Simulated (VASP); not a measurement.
Input of a VASP 6.6.1 run:

File INCAR:

```
  PREC = Accurate
  ENCUT = 520
  EDIFF = 1E-6
  ISMEAR = -1
  SIGMA = 0.1
  LREAL = False
  LASPH = True
  NELM = 80
  ALGO = Normal
  ISIF = 2
  LWAVE = False
  LCHARG = False
  GGA = B5
  ALDAX = 1.0
  AGGAX = 1.0
  AGGAC = 1.0
  ALDAC = 0.0
  NBANDS = 22
```

KPOINTS

```
regular mesh
0
Gamma
  13 13 4
```

The input POSCAR:

```
Na
1.0
    3.6591601430      0.0000000000      0.0000000000
   -1.8295800715      3.1689256404      0.0000000000
    0.0000000000      0.0000000000     11.8649605837
Na
4
Direct
    0.0000000000      1.0000000000      0.0000000000
    0.0000000000      1.0000000000      0.5000000000
    0.3333333333      0.6666666667      0.2500000000
    0.6666666667      0.3333333333      0.7500000000
```

Potentials or basis: VASP PAW PBE potentials, release 64 (Na_pv).

The run is started by

```bash
$ cat potpaw_PBE.64/Na_pv/POTCAR > POTCAR
$ mpirun -np 1 vasp_std > vasp.out
```

Q: What does it give for the pressure?

A: 0.7 GPa.

Q: Estimate the band gap on the k mesh.

A: Zero (bands 14 and 15 overlap by 4.03 eV).

Caveat: the PAW data sets were made with another functional, which shifts forces and pressure a little.
